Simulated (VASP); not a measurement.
# Ti3Al (P-6m2) in VASP: further runs, part 2 of 2

VASP 6.6.1.

## 6. Single point, r2SCAN

This run uses another cell than the first one, of 16.78 Å³/atom, 0.942 times its volume.

Contents of POSCAR:

```
Ti3Al
1.0
    2.9078936965      0.0000000000      0.0000000000
   -1.4539468482      2.5183098127      0.0000000000
    0.0000000000      0.0000000000      9.1644382416
Ti Al
3 1
Direct
    0.3333333333      0.6666666667      0.2494060000
    0.3333333333      0.6666666667      0.7505940000
    0.6666666667      0.3333333333      0.0000000000
    0.6666666667      0.3333333333      0.5000000000
```

Contents of INCAR.step1:

```
SYSTEM = Ti3Al
  PREC = Accurate
  ENCUT = 520
  ISMEAR = -1
  SIGMA = 0.05
  LREAL = .False.
  LASPH = .True.
  NELM = 60
  NBANDS = 28
  GGA = PE
  ALGO = Normal
  EDIFF = 1E-4
  LWAVE = .True.
  LCHARG = .False.
```

Contents of INCAR.step2:

```
SYSTEM = Ti3Al
  PREC = Accurate
  ENCUT = 520
  EDIFF = 1E-6
  ISMEAR = -1
  SIGMA = 0.05
  LREAL = .False.
  LASPH = .True.
  NELM = 60
  ALGO = Normal
  ISIF = 2
  LWAVE = .False.
  LCHARG = .False.
  METAGGA = R2SCAN
  LMIXTAU = .True.
  NBANDS = 28
  ISTART = 1
```

Contents of KPOINTS:

```
regular mesh
0
Gamma
  10 10 3
  0 0 0
```

Potentials or basis: VASP PAW PBE potentials, release 64 (Ti_sv, Al).

Launch:

```console
$ cat potpaw_PBE.64/Ti_sv/POTCAR potpaw_PBE.64/Al/POTCAR > POTCAR
$ cp INCAR.step1 INCAR
$ mpirun -np 1 vasp_std > vasp.out
$ cp INCAR.step2 INCAR
$ mpirun -np 1 vasp_std > vasp.out
```

OUTCAR:

```text
SYSTEM = Ti3Al
   PREC = Accurate
   ENCUT = 520
   EDIFF = 1E-6
   ISMEAR = -1
   LREAL = .False.
   LASPH = .True.
   NELM = 60
   ISIF = 2
   METAGGA = R2SCAN
   ISTART = 1

 ion  position               nearest neighbor table
   1  0.333  0.667  0.249-   3 2.84   3 2.84   3 2.84   4 2.84   4 2.84   4 2.84
   2  0.333  0.667  0.751-   3 2.84   3 2.84   3 2.84   4 2.84   4 2.84   4 2.84
   3  0.667  0.333  0.000-   1 2.84   2 2.84   1 2.84   2 2.84   1 2.84   2 2.84
   4  0.667  0.333  0.500-   1 2.84   2 2.84   1 2.84   2 2.84   1 2.84   2 2.84

  LATTYP: Found a hexagonal cell.
 ALAT       =     2.9078936965
 C/A-ratio  =     3.1515726495

  Lattice vectors:

 A1 = (   2.9078936965,   0.0000000000,   0.0000000000)
 A2 = (  -1.4539468482,   2.5183098127,   0.0000000000)
 A3 = (   0.0000000000,   0.0000000000,   9.1644382416)

Analysis of symmetry for initial positions (statically):
=====================================================================
 Subroutine PRICEL returns:
 Original cell was already a primitive cell.

 Routine SETGRP: Setting up the symmetry group for a
 hexagonal supercell.
[... 165 lines left out ...]
  ext. energy  EPLUGINS =         0.00000000
  ---------------------------------------------------
  free energy    TOTEN  =       -46.16571792 eV

  energy without entropy =      -46.14097541  energy(sigma->0) =      -46.15334666

 E-fermi :   8.2517     XC(G=0): -12.1478

 val. band max:        8.2037353733   @ k =   0.2000   0.2000   0.3333
 cond. band min:       8.2750897794   @ k =   0.3000   0.3000   0.3333
 fundamental gap:      0.0713544061
 Fermi energy:         8.2516780974

 k-point     1 :       0.0000    0.0000    0.0000
  band No.  band energies     occupation
      1     -50.8311      2.00000
      2     -50.7676      2.00000
      3     -50.7107      2.00000
      4     -26.3366      2.00000
      5     -26.0519      2.00000
      6     -25.7447      2.00000
[... 733 lines left out ...]
     27      11.6831      0.00000
     28      11.9910      0.00000

 [... further k-points ...]
[... 5 lines left out ...]
  --------------------------------------------------------------------------------------
  -------------------------------------------------------------------------------------
  Total        0.7437153      0.7437153      0.8346328      0.0000000     -0.0000000      0.0000000
  in kB       17.7551257     17.7551257     19.9256490      0.0000000     -0.0000000      0.0000000
  external PRESSURE =      18.4786334 kB  Pullay stress =       0.0000000 kB

 VOLUME and BASIS-vectors are now :
 -----------------------------------------------------------------------------
  energy-cutoff  :      520.00
  volume of cell :       67.11
      direct lattice vectors                 reciprocal lattice vectors
     2.907893696  0.000000000  0.000000000     0.343891526  0.198545865  0.000000000
    -1.453946848  2.518309813  0.000000000     0.000000000  0.397091730  0.000000000
     0.000000000  0.000000000  9.164438242     0.000000000  0.000000000  0.109117436

 POSITION                                       TOTAL-FORCE (eV/Angst)
 -----------------------------------------------------------------------------------
     -0.00000      1.67887      2.28567         0.000000     -0.000000      0.022384
     -0.00000      1.67887      6.87877         0.000000     -0.000000     -0.022384
      1.45395      0.83944      0.00000        -0.000000      0.000000      0.000000
      1.45395      0.83944      4.58222         0.000000      0.000000      0.000000
 -----------------------------------------------------------------------------------
    total drift:                               -0.000003      0.000002      0.000000

  FREE ENERGIE OF THE ION-ELECTRON SYSTEM (eV)
  ---------------------------------------------------
  free  energy   TOTEN  =       -46.1657179183 eV

  energy  without entropy=      -46.1409754060  energy(sigma->0) =      -46.15334666
```

OUTCAR.step1:

```text
SYSTEM = Ti3Al
   PREC = Accurate
   ENCUT = 520
   ISMEAR = -1
   LREAL = .False.
   LASPH = .True.
[... 973 lines left out ...]
     -0.00000      1.67887      6.87877         0.000000     -0.000000     -0.000001
      1.45395      0.83944      0.00000        -0.000000      0.000000     -0.000000
      1.45395      0.83944      4.58222        -0.000000      0.000000     -0.000000
 -----------------------------------------------------------------------------------
    total drift:                                0.000000     -0.000000      0.000000

  FREE ENERGIE OF THE ION-ELECTRON SYSTEM (eV)
  ---------------------------------------------------
  free  energy   TOTEN  =       -27.7772511145 eV

  energy  without entropy=      -27.7493592888  energy(sigma->0) =      -27.76330520
```

It took 2 min on 1 thread of Intel Xeon 6975P-C (Granite Rapids), shared host; peak memory 0.22 GiB.

Results:

- Free energy: -46.1657 eV
- Pressure: 1.8 GPa
- Largest force: 0.022 eV/Å

Forces in eV/Å, atoms in the order of the input:
```
Ti   0.000  0.000  0.022
Ti   0.000  0.000 -0.022
Ti   0.000  0.000  0.000
Al   0.000  0.000  0.000
```

Stress tensor (GPa, compression positive):
```
1.78 0.00 0.00
0.00 1.78 0.00
0.00 0.00 1.99
```

Caveat: the PAW data sets were made with another functional, which shifts forces and pressure a little.

## 7. Overview

| level | potentials or basis | cell | gap on the mesh (eV) | pressure (GPa) | largest force (eV/Å) |
| --- | --- | --- | --- | --- | --- |
| LDA | VASP PAW LDA potentials, release 64 (Ti_sv, Al) | a = 2.966, b = 2.966, c = 9.348 Å, angles 90.0, 90.0, 120.0°, 4 atoms | none | -10.5 | 0.16 |
| LDA | VASP PAW LDA potentials, release 64 (Ti_sv, Al) | a = 2.985, b = 2.985, c = 9.407 Å, angles 90.0, 90.0, 120.0°, 4 atoms | none | -12.0 | 0.17 |
| r2SCAN | VASP PAW PBE potentials, release 64 (Ti_sv, Al) | a = 2.868, b = 2.868, c = 9.038 Å, angles 90.0, 90.0, 120.0°, 4 atoms | none | 7.4 | 0.04 |
| r2SCAN | VASP PAW PBE potentials, release 64 (Ti_sv, Al) | a = 2.888, b = 2.888, c = 9.102 Å, angles 90.0, 90.0, 120.0°, 4 atoms | none | 4.5 | 0.03 |
| r2SCAN | VASP PAW PBE potentials, release 64 (Ti_sv, Al) | a = 2.908, b = 2.908, c = 9.164 Å, angles 90.0, 90.0, 120.0°, 4 atoms | none | 1.8 | 0.02 |

Alike in all rows: task single point; no spin polarisation; k mesh 10 × 10 × 3; cutoff (eV) 520; smearing fermi-dirac 0.05 eV.

Caveats: the PAW data sets were made with another functional, which shifts forces and pressure a little (some runs).

Absolute energies hang on the potentials; compare differences alone.
